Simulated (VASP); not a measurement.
Runs of VASP 6.6.1 on GaSb. The structure is that of space group I-4m2 (No. 119), or close to it. The cells are those of the table. 

| cell | gap on the mesh (eV) | pressure (GPa) |
| --- | --- | --- |
| a = 4.211 Å, angles 100.2, 100.2, 130.3°, 2 atoms | none | (a) |
| a = 4.340 Å, angles 97.6, 97.6, 137.3°, 2 atoms | none | -2.9 |
| a = 4.268 Å, angles 99.2, 99.2, 132.8°, 2 atoms | none | -2.9 |
| a = 4.391 Å, angles 97.2, 97.2, 138.5°, 2 atoms | none | -3.4 |
| a = 4.309 Å, angles 98.5, 98.5, 134.7°, 2 atoms | none | -3.3 |

Alike in all rows: task single point; level PBE; potentials or basis VASP PAW PBE potentials, release 64 (Ga_d, Sb); no spin polarisation; k mesh 16 × 16 × 16; cutoff (eV) 520; smearing gaussian 0.15 eV.

Question: Fill in the values left out.

Answer: (a) -1.6.

Caveats: spin-orbit coupling is left out, which moves the levels of the heavy elements; the cell stands under tension (at least some runs).

A k mesh can miss the band edges, and the runs leave out spin-orbit coupling on Ga, Sb.

A gap of «none» marks levels without a gap at the run's occupations.
